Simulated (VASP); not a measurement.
# Mo (Im-3m) in VASP: single point with LDA

Aim: the single point of Mo with LDA.

All numbers are computed with VASP 6.6.1; they aren't measurements. Logs are shortened: lines on timing, memory, paths and dates and some standing lists are left out, and cuts for length are marked.

## Step 1: The cell of the first run

The structure is cubic, space group Im-3m (No. 229). Conventional cell: a = 2.891 Å, b = 2.891 Å, c = 2.891 Å, α = 90.00°, β = 90.00°, γ = 90.00°. Mo (site symmetry m-3m) has 14 Mo at 2.50 to 2.89 Å within 3.3 Å.

## Step 2: Single point, LDA (strain -0.080 along x and y, -0.080 along z)

Input file INCAR:

```
SYSTEM = Mo
ALGO = Normal
EDIFF = 1E-6
ENCUT = 520
ISIF = 2
ISMEAR = 0
LASPH = .TRUE.
LCHARG = .FALSE.
LREAL = .FALSE.
LWAVE = .FALSE.
NBANDS = 13
NELM = 60
PREC = Accurate
SIGMA = 0.15
```

Input file KPOINTS:

```
k-points
0
G
  22 22 22
  0 0 0
```

Input file POSCAR:

```
Mo
1.0
   -1.4453200000      1.4453200000      1.4453200000
    1.4453200000     -1.4453200000      1.4453200000
    1.4453200000      1.4453200000     -1.4453200000
Mo
1
Direct
    0.0000000000      0.0000000000      0.0000000000
```

Potentials or basis: VASP PAW LDA potentials, release 64 (Mo_sv).

Launch:

```bash
cat potpaw_LDA.64/Mo_sv/POTCAR > POTCAR
mpirun -np 1 vasp_std > vasp.out
```

OUTCAR:

```text
SYSTEM = Mo
   EDIFF = 1E-6
   ENCUT = 520
   ISIF = 2
   ISMEAR = 0
   LASPH = .TRUE.
   LREAL = .FALSE.
   NELM = 60
   PREC = Accurate

 ion  position               nearest neighbor table
   1  0.000  0.000  0.000-

  LATTYP: Found a body centered cubic cell.
 ALAT       =     2.8906400000

  Lattice vectors:

 A1 = (  -1.4453200000,   1.4453200000,   1.4453200000)
 A2 = (   1.4453200000,  -1.4453200000,   1.4453200000)
 A3 = (   1.4453200000,   1.4453200000,  -1.4453200000)

Analysis of symmetry for initial positions (statically):
=====================================================================
 Subroutine PRICEL returns:
 Original cell was already a primitive cell.

 Routine SETGRP: Setting up the symmetry group for a
 body centered cubic supercell.

 Subroutine GETGRP returns: Found 48 space group operations
 (whereof 48 operations were pure point group operations)
 out of a pool of 48 trial point group operations.

The static configuration has the point symmetry O_h .

Analysis of symmetry for dynamics (positions and initial velocities):
=====================================================================
 Subroutine PRICEL returns:
 Original cell was already a primitive cell.

 Routine SETGRP: Setting up the symmetry group for a
 body centered cubic supercell.

 Subroutine GETGRP returns: Found 48 space group operations
 (whereof 48 operations were pure point group operations)
 out of a pool of 48 trial point group operations.

The dynamic configuration has the point symmetry O_h .

 Subroutine INISYM returns: Found 48 space group operations
 (whereof 48 operations are pure point group operations),
 and found     1 'primitive' translations

----------------------------------------------------------------------------------------

                                     Primitive cell

  volume of cell :      12.0768

  direct lattice vectors                    reciprocal lattice vectors
    -1.445320000  1.445320000  1.445320000     0.000000000  0.345944151  0.345944151
     1.445320000 -1.445320000  1.445320000     0.345944151  0.000000000  0.345944151
     1.445320000  1.445320000 -1.445320000     0.345944151  0.345944151  0.000000000

  length of vectors
     2.503367673  2.503367673  2.503367673     0.489238910  0.489238910  0.489238910

  position of ions in fractional coordinates (direct lattice)
     0.000000000  0.000000000  0.000000000

  ion indices of the primitive-cell ions
   primitive index   ion index
                 1           1
[... 74 lines left out ...]
   EDIFFG = 0.1E-04   stopping-criterion for IOM
   NSW    =      0    number of steps for IOM
   IBRION =     -1    ionic relax: 0-MD 1-quasi-New 2-CG
   NFREE  =      0    steps in history (QN), initial steepest desc. (CG)
   ISIF   =      2    stress and relaxation
   ISYM   =      2    0-nonsym 1-usesym 2-fastsym
   POTIM  = 0.5000    time-step for ionic-motion
   TEBEG  =    0.0;   TEEND  =   0.0 temperature during run
   PSTRESS=    0.0 pullay stress
   NELECT =      14.0000    total number of electrons
   NUPDOWN=      -1.0000    fix difference up-down
   EMIN   =  10.00;   EMAX   =-10.00  energy-range for DOS
   EFERMI =   0.00;   METHOD = LEGACY
   ISMEAR =     0;   SIGMA  =   0.15  broadening in eV -4-tet -1-fermi 0-gaus
   EFERMI_NEDOS =   21; number of points for ismear=-14 and -15
   IALGO  =     38    algorithm
   IMIX   =      4    mixing-type and parameters
     AMIX     =   0.40;   BMIX     =  1.00
     AMIX_MAG =   1.60;   BMIX_MAG =  1.00
  volume/ion in A,a.u.               =      12.08        81.50
  Fermi-wavevector in a.u.,A,eV,Ry     =   1.719756  3.249868 40.240056  2.957561
  Thomas-Fermi vector in A             =   2.796323
   LORBIT       =      0    0 simple, 1 ext, 2 COOP (PROOUT), +10 PAW based schemes
   GGA     = CA    functional components
   LHFCALC =     F    Hartree Fock is set to
   AEXX    =    0.0000 exact exchange contribution
   IVDW    =     0    specifies the selected vdW correction
   LEPSILON=     F    determine dielectric tensor
   LRPA    =     F    only Hartree local field effects (RPA)
 non-spin polarized calculation
 Gauss-broadening in eV      SIGMA  =   0.15
  energy-cutoff  :      520.00
  volume of cell :       12.08
 maximum number of plane-waves:       338
   NGX =  9   NGY =  9   NGZ =  9

 number of electron      14.0000003 magnetization

 Free energy of the ion-electron system (eV)
  ---------------------------------------------------
  ext. energy  EPLUGINS =         0.00000000
  ---------------------------------------------------
  free energy    TOTEN  =       -11.31766147 eV

  energy without entropy =      -11.31225803  energy(sigma->0) =      -11.31495975

 E-fermi :  17.1876     XC(G=0): -15.0994

 val. band max:       17.1794753650   @ k =  -0.1364   0.1364   0.0909
 cond. band min:      17.1937314640   @ k =  -0.3636   0.3636   0.2273
 fundamental gap:      0.0142560990
 Fermi energy:        17.1876073115

 k-point     1 :       0.0000    0.0000    0.0000
  band No.  band energies     occupation
      1     -44.1161      2.00000
      2     -16.6137      2.00000
      3     -16.6137      2.00000
      4     -16.6137      2.00000
      5       9.3328      2.00000
      6      15.1176      2.00000
      7      15.1176      2.00000
      8      15.1176      2.00000
      9      19.2001      0.00000
     10      19.2001      0.00000
     11      32.1385      0.00000
     12      32.1385      0.00000
     13      32.1385      0.00000
[... 354 lines left out ...]
  band No.  band energies     occupation
      1     -43.8769      2.00000
      2     -17.7121      2.00000
      3     -16.8993      2.00000
      4     -16.7061      2.00000
      5      11.1852      2.00000
      6      14.1345      2.00000
      7      14.4521      2.00000
      8      17.5751      0.00026
      9      18.0009      0.00000
     10      19.5419      0.00000
     11      33.7239      0.00000
     12      35.2388      0.00000
     13      36.0747      0.00000

 [... further k-points ...]
[... 5 lines left out ...]
  --------------------------------------------------------------------------------------
  -------------------------------------------------------------------------------------
  Total        7.7970101      7.7970101      7.7970101     -0.0000000     -0.0000000      0.0000000
  in kB     1034.3955673   1034.3955673   1034.3955673     -0.0000000     -0.0000000      0.0000000
  external PRESSURE =    1034.3955673 kB  Pullay stress =       0.0000000 kB

 VOLUME and BASIS-vectors are now :
 -----------------------------------------------------------------------------
  energy-cutoff  :      520.00
  volume of cell :       12.08
      direct lattice vectors                 reciprocal lattice vectors
    -1.445320000  1.445320000  1.445320000     0.000000000  0.345944151  0.345944151
     1.445320000 -1.445320000  1.445320000     0.345944151  0.000000000  0.345944151
     1.445320000  1.445320000 -1.445320000     0.345944151  0.345944151  0.000000000

 POSITION                                       TOTAL-FORCE (eV/Angst)
 -----------------------------------------------------------------------------------
      0.00000      0.00000      0.00000        -0.000000      0.000000     -0.000000
 -----------------------------------------------------------------------------------
    total drift:                                0.000000     -0.000000      0.000000

  FREE ENERGIE OF THE ION-ELECTRON SYSTEM (eV)
  ---------------------------------------------------
  free  energy   TOTEN  =       -11.3176614739 eV

  energy  without entropy=      -11.3122580341  energy(sigma->0) =      -11.31495975
```

stdout:

```text
POSCAR found type information on POSCAR Mo
 POSCAR found :  1 types and       1 ions
 scaLAPACK will be used
 LDA part: xc-table for (Slater(with rela. corr.)+CA(PZ))
 , standard interpolation
 POSCAR, INCAR and KPOINTS ok, starting setup
 FFT: planning ... GRIDC
 FFT: planning ... GRID_SOFT
 FFT: planning ... GRID
 WAVECAR not read
 entering main loop
```

It took 24 s on 1 thread of Intel Xeon Platinum 8488C (Sapphire Rapids), shared host; peak memory 0.16 GiB.

Results:

* Free energy: -11.3177 eV
* Pressure: 103.4 GPa
* Band gap on the k mesh: zero (band 7 reaches 22.81 eV, above the bottom of band 8 at 15.12 eV)

Caveat: the cell differs from its parent crystal (strain -0.080 along x and y, -0.080 along z).
